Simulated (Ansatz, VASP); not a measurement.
Two plane-wave programs on MnF2

INCAR

```
SYSTEM = MnF2
PREC = Accurate
ENCUT = 520
EDIFF = 1E-6
ISMEAR = 0
SIGMA = 0.1
LREAL = .FALSE.
LASPH = .TRUE.
NELM = 150
ALGO = Normal
ISIF = 2
LWAVE = .FALSE.
LCHARG = .FALSE.
ISPIN = 2
MAGMOM = 4 0 0
LORBIT = 11
LMAXMIX = 4
GGA = PE
NBANDS = 24
```

Contents of KPOINTS:

```
regular mesh
0
G
  6 6 6
  0 0 0
```

The input POSCAR:

```
MnF2
1.0
    3.2286013200      0.0000000000      0.0000000000
   -1.6143006600      2.7960507600      0.0000000000
    0.0000000000      0.0000000000      3.4450277300
Mn F
1 2
Direct
    0.0000000000      0.0000000000      0.0000000000
    0.3333333300      0.6666666700      0.5000000000
    0.6666666700      0.3333333300      0.5000000000
```

Input for Ansatz:

```yaml
crystal:
  lattice:
    - [3.22860132, 0.0, 0.0]
    - [-1.61430066, 2.79605076, 0.0]
    - [0.0, 0.0, 3.44502773]
  atoms:
    - { symbol: Mn, position: [0.0, 0.0, 0.0], spin: 4.0 }
    - { symbol: F, position: [0.33333333, 0.66666667, 0.5] }
    - { symbol: F, position: [0.66666667, 0.33333333, 0.5] }
basis:
  ecutwfc: 420
kpoints:
  mp_grid: { grid: [6, 6, 6] }
hamiltonian:
  xc: pbe
scf:
  occupations: { method: gaussian, width: 0.1 }
  lower_state_search: "off"
output:
  forces: true
  stress: true
  eigenvalues: true
  populations: true
magnetization:
  spin_polarized: true
```

Change from the starting cell: species swapped into the TiB2 type (P6/mmm, No. 191).

Alike in both runs: task single point; functional PBE; k mesh 6 × 6 × 6; occupations gaussian, width 0.1 eV; collinear spin.

|  | VASP | Ansatz |
| --- | --- | --- |
| version | VASP 6.6.1 | Ansatz 0.2.0 |
| potentials or method | VASP PAW PBE potentials, release 64 (Mn_pv, F), cutoff 520 eV | scalar-relativistic, plane waves, PAW |
| valence electrons in the cell | 27 | 29 |

|  | VASP | Ansatz | Ansatz less VASP |
| --- | --- | --- | --- |
| gap on the k mesh at the Fermi level (eV) | none | none | - |
| net moment per atom (μB) | 1.69 | 1.69 | 0.000 |
| size of the moment on the site where the two differ most (μB) | 4.42 | 4.35 | -0.073 |

Site moments also hang on the region over which each program counts them. A gap of «none» marks a metal or a gap that the smearing closes. The functional is the same, so the differences come from potentials, cutoffs and numerics. VASP's potentials hold 27 valence electrons a cell and Ansatz's 29, so a difference there can come from the potentials and not from the codes.

The k mesh is coarse, so the values compare programs but aren't converged.
